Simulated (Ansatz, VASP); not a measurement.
**Two plane-wave programs on Mo**

The input POSCAR:

```
Mo
1.0
    2.8312824714      0.0000000000      0.0000000000
   -1.4156412357      2.4519625455      0.0000000000
    0.0000000000      0.0000000000      2.4578835207
Mo
1
Direct
    0.0000000000      0.0000000000      0.5000000000
```

Contents of INCAR.step1:

```
SYSTEM = Mo
PREC = Accurate
ENCUT = 520
ISMEAR = 0
SIGMA = 0.15
LREAL = .FALSE.
LASPH = .TRUE.
NELM = 60
NBANDS = 13
GGA = PE
ALGO = Normal
EDIFF = 1E-4
LWAVE = .TRUE.
LCHARG = .FALSE.
```

INCAR.step2

```
SYSTEM = Mo
PREC = Accurate
ENCUT = 520
EDIFF = 1E-6
ISMEAR = 0
SIGMA = 0.15
LREAL = .FALSE.
LASPH = .TRUE.
NELM = 60
ALGO = Normal
ISIF = 2
LWAVE = .FALSE.
LCHARG = .FALSE.
METAGGA = R2SCAN
LMIXTAU = .TRUE.
NBANDS = 13
ISTART = 1
```

File KPOINTS:

```
Automatic mesh
0
G
  24 24 24
  0 0 0
```

Input for Ansatz:

```yaml
crystal:
  lattice:
    - [2.8312824714, 0.0, 0.0]
    - [-1.4156412357, 2.4519625455, 0.0]
    - [0.0, 0.0, 2.4578835207]
  atoms:
    - { symbol: Mo, position: [0.0, 0.0, 0.5] }
basis:
  ecutwfc: 500
kpoints:
  mp_grid: { grid: [24, 24, 24] }
hamiltonian:
  xc: r2scan
scf:
  occupations: { method: gaussian, width: 0.15 }
output:
  forces: true
  stress: true
  eigenvalues: true
```

Change from the starting cell: strain +0.030 along x and y, -0.030 along z, atoms carried along.

Alike in both runs: task single point; functional r2SCAN; k mesh 24 × 24 × 24; occupations gaussian, width 0.15 eV; no spin polarisation.

|  | VASP | Ansatz |
| --- | --- | --- |
| version | VASP 6.6.1 | Ansatz 0.2.0 |
| potentials or method | VASP PAW PBE potentials, release 64 (Mo_sv), cutoff 520 eV | scalar-relativistic, plane waves, PAW |
| valence electrons in the cell | 14 | 14 |

```csv
,VASP,Ansatz,Ansatz less VASP
gap on the k mesh at the Fermi level (eV),none,none,-
pressure (GPa),-4.6,-5.6,-1.01
"traceless stress, the component that is largest in VASP (GPa)",9.11,8.51,-0.602
```

VASP's potentials were made for PBE, not for r2SCAN. A gap of «none» marks a metal or a gap that the smearing closes. With one functional, cell and mesh, what is left measures potentials, basis and numerics.
